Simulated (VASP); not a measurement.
# I (Cmce) in VASP: single point with PBEsol

Aim: the single point of I with PBEsol.

Everything below comes from runs of VASP 6.6.1. Logs are shortened: lines on timing, memory, paths and dates and some standing lists are left out, and cuts for length are marked.

### Step 1. The cell of the first run

The structure is orthorhombic, space group Cmce (No. 64). The conventional cell has a = 7.641 Å, b = 4.407 Å, c = 9.651 Å, α = 90.00°, β = 90.00°, γ = 90.00°. Within 3.8 Å of I (site symmetry m) lie 4 I at 2.81 to 3.74 Å.

### Step 2. Single point, PBEsol

Input file INCAR:

```
SYSTEM = I
  PREC = Accurate
  ENCUT = 520
  EDIFF = 1E-7
  ISMEAR = 0
  SIGMA = 0.05
  LREAL = .False.
  LASPH = .True.
  NELM = 100
  ALGO = Normal
  ISIF = 2
  LWAVE = .False.
  LCHARG = .False.
  GGA = PS
  NBANDS = 22
```

Input file KPOINTS:

```
regular mesh
0
Gamma
  10 10 4
  0 0 0
```

Input file POSCAR:

```
I
1.0
    3.8205952677     -2.2033192739      0.0000000000
    3.8205952677      2.2033192739      0.0000000000
    0.0000000000      0.0000000000      9.6508891675
I
4
Direct
    0.8287516769      0.1712483231      0.1226879100
    0.1712483231      0.8287516769      0.8773120900
    0.3287516769      0.6712483231      0.3773120900
    0.6712483231      0.3287516769      0.6226879100
```

Potentials or basis: VASP PAW PBE potentials, release 64 (I).

Command:

```sh
$ cat potpaw_PBE.64/I/POTCAR > POTCAR
$ mpirun -np 1 vasp_std > vasp.out
```

OUTCAR:

```text
SYSTEM = I
   PREC = Accurate
   ENCUT = 520
   EDIFF = 1E-7
   ISMEAR = 0
   LREAL = .False.
   LASPH = .True.
   NELM = 100
   ISIF = 2
   GGA = PS

 ion  position               nearest neighbor table
   1  0.829  0.171  0.123-   2 2.81   3 3.30   3 3.30
   2  0.171  0.829  0.877-   1 2.81   4 3.30   4 3.30
   3  0.329  0.671  0.377-   4 2.81   1 3.30   1 3.30
   4  0.671  0.329  0.623-   3 2.81   2 3.30   2 3.30

  LATTYP: Found a base centered orthorhombic cell.
 ALAT       =     4.4066385478
 B/A-ratio  =     1.7340179941
 C/A-ratio  =     2.1900795953

  Lattice vectors:

 A1 = (  -3.8205952677,  -2.2033192739,   0.0000000000)
 A2 = (   3.8205952677,  -2.2033192739,   0.0000000000)
 A3 = (   0.0000000000,   0.0000000000,   9.6508891675)

Analysis of symmetry for initial positions (statically):
=====================================================================
 Subroutine PRICEL returns:
 Original cell was already a primitive cell.

 Routine SETGRP: Setting up the symmetry group for a
 base centered orthorhombic supercell.

 Subroutine GETGRP returns: Found  8 space group operations
 (whereof  4 operations were pure point group operations)
 out of a pool of  8 trial point group operations.

The static configuration has the point symmetry C_2h.
 The point group associated with its full space group is D_2h.

Analysis of symmetry for dynamics (positions and initial velocities):
=====================================================================
 Subroutine PRICEL returns:
 Original cell was already a primitive cell.

 Routine SETGRP: Setting up the symmetry group for a
 base centered orthorhombic supercell.

 Subroutine GETGRP returns: Found  8 space group operations
 (whereof  4 operations were pure point group operations)
 out of a pool of  8 trial point group operations.

The dynamic configuration has the point symmetry C_2h.
 The point group associated with its full space group is D_2h.

 Subroutine INISYM returns: Found  8 space group operations
 (whereof  4 operations are pure point group operations),
 and found     1 'primitive' translations

----------------------------------------------------------------------------------------

                                     Primitive cell

  volume of cell :     162.4822

  direct lattice vectors                    reciprocal lattice vectors
     3.820595268 -2.203319274  0.000000000     0.130869659 -0.226930344  0.000000000
     3.820595268  2.203319274  0.000000000     0.130869659  0.226930344  0.000000000
     0.000000000  0.000000000  9.650889168     0.000000000  0.000000000  0.103617396

  length of vectors
     4.410392729  4.410392729  9.650889168     0.261962304  0.261962304  0.103617396

  position of ions in fractional coordinates (direct lattice)
     0.828751677  0.171248323  0.122687910
     0.171248323  0.828751677  0.877312090
     0.328751677  0.671248323  0.377312090
     0.671248323  0.328751677  0.622687910

  ion indices of the primitive-cell ions
   primitive index   ion index
                 1           1
                 2           2
                 3           3
                 4           4

----------------------------------------------------------------------------------------

 KPOINTS: regular mesh

Automatic generation of k-mesh.
 Grid dimensions read from file:
 generate k-points for:   10   10    4

 Generating k-lattice:

  Cartesian coordinates                     Fractional coordinates (reciprocal lattice)
     0.013086966 -0.022693034  0.000000000     0.100000000  0.000000000  0.000000000
     0.013086966  0.022693034  0.000000000     0.000000000  0.100000000  0.000000000
     0.000000000  0.000000000  0.025904349     0.000000000  0.000000000  0.250000000

  Length of vectors
     0.026196230  0.026196230  0.025904349

  Shift w.r.t. Gamma in fractional coordinates (k-lattice)
     0.000000000  0.000000000  0.000000000

 Subroutine IBZKPT returns following result:
 ===========================================

 Found     93 irreducible k-points:

 Following reciprocal coordinates:
            Coordinates               Weight
  0.000000  0.000000  0.000000      1.000000
  0.100000 -0.000000  0.000000      4.000000
  0.200000 -0.000000  0.000000      4.000000
  0.300000  0.000000  0.000000      4.000000
  0.400000 -0.000000  0.000000      4.000000
  0.500000 -0.000000  0.000000      2.000000
[... 16 lines left out ...]
  0.300000  0.300000  0.000000      2.000000
  0.400000  0.300000  0.000000      4.000000
 [... further k-points ...]
   k-points           NKPTS =     93   k-points in BZ     NKDIM =     93   number of bands    NBANDS=     22
   number of dos      NEDOS =    301   number of ions     NIONS =      4
   total plane-waves  NPLWV =  93312
   dimension x,y,z NGX =    36 NGY =   36 NGZ =   72
   dimension x,y,z NGXF=    72 NGYF=   72 NGZF=  144
   ions per type =               4
   NGX,Y,Z   is equivalent  to a cutoff of  13.57, 13.57, 12.40 a.u.
   NGXF,Y,Z  is equivalent  to a cutoff of  27.14, 27.14, 24.81 a.u.
 SYSTEM =  I
   PREC   = accura    normal or accurate (medium, high low for compatibility)
   ISTART =      0    job   : 0-new  1-cont  2-samecut
   ICHARG =      2    charge: 1-file 2-atom 10-const
   ISPIN  =      1    spin polarized calculation?
   LNONCOLLINEAR =      F non collinear calculations
   LSORBIT =      F    spin-orbit coupling
   LASPH  =      T    aspherical Exc in radial PAW
   ENCUT  =  520.0 eV  38.22 Ry    6.18 a.u.   8.20  8.20 17.94*2*pi/ulx,y,z
   NELM   =    100;   NELMIN=  2; NELMDL= -5     # of ELM steps
   EDIFF  = 0.1E-06   stopping-criterion for ELM
   LREAL  =      F    real-space projection
   EDIFFG = 0.1E-05   stopping-criterion for IOM
   NSW    =      0    number of steps for IOM
   IBRION =     -1    ionic relax: 0-MD 1-quasi-New 2-CG
   NFREE  =      0    steps in history (QN), initial steepest desc. (CG)
   ISIF   =      2    stress and relaxation
   ISYM   =      2    0-nonsym 1-usesym 2-fastsym
   POTIM  = 0.5000    time-step for ionic-motion
   TEBEG  =    0.0;   TEEND  =   0.0 temperature during run
   PSTRESS=    0.0 pullay stress
   NELECT =      28.0000    total number of electrons
   NUPDOWN=      -1.0000    fix difference up-down
   EMIN   =  10.00;   EMAX   =-10.00  energy-range for DOS
   EFERMI =   0.00;   METHOD = LEGACY
   ISMEAR =     0;   SIGMA  =   0.05  broadening in eV -4-tet -1-fermi 0-gaus
   EFERMI_NEDOS =   21; number of points for ismear=-14 and -15
   IALGO  =     38    algorithm
   IMIX   =      4    mixing-type and parameters
     AMIX     =   0.40;   BMIX     =  1.00
     AMIX_MAG =   1.60;   BMIX_MAG =  1.00
  volume/ion in A,a.u.               =      40.62       274.12
  Fermi-wavevector in a.u.,A,eV,Ry     =   0.911015  1.721569 11.292135  0.829949
  Thomas-Fermi vector in A             =   2.035245
   LORBIT       =      0    0 simple, 1 ext, 2 COOP (PROOUT), +10 PAW based schemes
   GGA     = PS    functional components
   LHFCALC =     F    Hartree Fock is set to
   AEXX    =    0.0000 exact exchange contribution
   IVDW    =     0    specifies the selected vdW correction
   LEPSILON=     F    determine dielectric tensor
   LRPA    =     F    only Hartree local field effects (RPA)
 non-spin polarized calculation
 Gauss-broadening in eV      SIGMA  =   0.05
  energy-cutoff  :      520.00
  volume of cell :      162.48
 maximum number of plane-waves:      4396
 NGX is ok and might be reduce to    36
   NGX = 17   NGY = 17   NGZ = 35

 number of electron      27.9999998 magnetization

 Free energy of the ion-electron system (eV)
  ---------------------------------------------------
  ext. energy  EPLUGINS =         0.00000000
  ---------------------------------------------------
  free energy    TOTEN  =        -7.02091140 eV

  energy without entropy =       -7.02091140  energy(sigma->0) =       -7.02091140

 E-fermi :   3.2816     XC(G=0):  -8.4122

 val. band max:        3.0260053833   @ k =   0.0000   0.0000   0.0000
 cond. band min:       3.8684630712   @ k =   0.5000   0.4000   0.0000
 fundamental gap:      0.8424576878
 Fermi energy:         3.2815723489

 k-point     1 :       0.0000    0.0000    0.0000
  band No.  band energies     occupation
      1     -10.7418      2.00000
      2      -9.9009      2.00000
      3      -9.1901      2.00000
      4      -7.6956      2.00000
      5      -1.7498      2.00000
      6      -0.0716      2.00000
[... 14 lines left out ...]
     21      10.1635      0.00000
     22      10.7723      0.00000

 k-point     2 :       0.1000   -0.0000    0.0000
  band No.  band energies     occupation
      1     -10.6948      2.00000
      2      -9.8829      2.00000
      3      -9.1551      2.00000
      4      -7.7406      2.00000
      5      -1.7299      2.00000
      6      -0.1947      2.00000
[... 14 lines left out ...]
     21      10.2100      0.00000
     22      10.2833      0.00000

 k-point     3 :       0.2000   -0.0000    0.0000
  band No.  band energies     occupation
      1     -10.5605      2.00000
      2      -9.8400      2.00000
      3      -9.0561      2.00000
      4      -7.8715      2.00000
      5      -1.7131      2.00000
      6      -0.6623      2.00000
[... 14 lines left out ...]
     21      10.0747      0.00000
     22      10.2959      0.00000
[... 476 lines left out ...]
 k-point    23 :       0.3000    0.3000    0.0000
  band No.  band energies     occupation
      1     -10.5695      2.00000
      2      -9.7710      2.00000
      3      -9.0398      2.00000
      4      -7.6530      2.00000
      5      -1.5861      2.00000
      6      -0.2526      2.00000
[... 14 lines left out ...]
     21      10.4441      0.00000
     22      10.5730      0.00000

 k-point    24 :       0.4000    0.3000    0.0000
  band No.  band energies     occupation
      1     -10.4945      2.00000
      2      -9.7373      2.00000
      3      -8.9820      2.00000
      4      -7.7012      2.00000
      5      -1.5542      2.00000
      6      -0.4178      2.00000
[... 14 lines left out ...]
     21      10.4863      0.00000
     22      10.5499      0.00000

 [... further k-points ...]

------------------------ aborting loop because EDIFF is reached ----------------------------------------

  FORCE on cell =-STRESS in cart. coord.  units (eV):
  Direction    XX          YY          ZZ          XY          YZ          ZX
  --------------------------------------------------------------------------------------
  -------------------------------------------------------------------------------------
  Total       -0.1712117     -0.1748093     -0.1001826      0.0000000      0.0000000      0.0000000
  in kB       -1.6882560     -1.7237300     -0.9878634      0.0000000      0.0000000      0.0000000
  external PRESSURE =      -1.4666165 kB  Pullay stress =       0.0000000 kB

 VOLUME and BASIS-vectors are now :
 -----------------------------------------------------------------------------
  energy-cutoff  :      520.00
  volume of cell :      162.48
      direct lattice vectors                 reciprocal lattice vectors
     3.820595268 -2.203319274  0.000000000     0.130869659 -0.226930344  0.000000000
     3.820595268  2.203319274  0.000000000     0.130869659  0.226930344  0.000000000
     0.000000000  0.000000000  9.650889168     0.000000000  0.000000000  0.103617396

 POSITION                                       TOTAL-FORCE (eV/Angst)
 -----------------------------------------------------------------------------------
      3.82060     -1.44869      1.18405         0.000000      0.004085      0.003946
      3.82060      1.44869      8.46684         0.000000     -0.004085     -0.003946
      3.82060      0.75463      3.64140         0.000000      0.004085     -0.003946
      3.82060     -0.75463      6.00949         0.000000     -0.004085      0.003946
 -----------------------------------------------------------------------------------
    total drift:                               -0.000000     -0.000000     -0.000000

  FREE ENERGIE OF THE ION-ELECTRON SYSTEM (eV)
  ---------------------------------------------------
  free  energy   TOTEN  =        -7.0209113974 eV

  energy  without entropy=       -7.0209113974  energy(sigma->0) =       -7.02091140
```

Wall time 4.2 min (1 thread of Intel Xeon Platinum 8259CL at 2.50GHz (Skylake/Cascade Lake), shared host); peak memory 0.45 GiB.

What came out:

```
Free energy            : -7.0209 eV
Pressure               : -0.1 GPa
Largest force          : 0.006 eV/Å
Band gap on the k mesh : 0.84 eV (least direct gap 1.06 eV)
```

Forces in eV/Å, atoms in the order of the input:
```
I    0.000  0.004  0.004
I    0.000 -0.004 -0.004
I    0.000  0.004 -0.004
I    0.000 -0.004  0.004
```

Levels at points of the mesh, in eV from the valence-band top:
```
           k point  band 10  band 11  band 12  band 13  band 14  band 15  band 16  band 17  band 18  band 19
(0.00, 0.00, 0.00)    -1.52    -1.10    -0.85    -0.58     0.00     1.08     1.94     4.62     4.77     5.40
(0.50, 0.00, 0.00)    -1.98    -1.74    -1.74    -0.92    -0.92     2.22     2.22     4.96     4.96     6.94
(0.50, 0.50, 0.00)    -2.20    -1.77    -1.62    -1.05    -0.46     0.93     1.70     4.49     5.69     5.99
(0.00, 0.00, 0.50)    -1.43    -0.82    -0.82    -0.22    -0.22     1.19     1.19     5.23     5.23     5.49
(0.50, 0.00, 0.50)    -1.92    -1.06    -1.06    -0.03    -0.03     1.19     1.19     5.42     5.42     5.98
(0.50, 0.50, 0.50)    -2.09    -1.24    -1.24    -1.09    -1.09     1.03     1.03     5.50     5.50     6.74
```

Caveat: the PAW data sets were made with another functional, which shifts forces and pressure a little; spin-orbit coupling is left out, which moves the levels of the heavy elements.
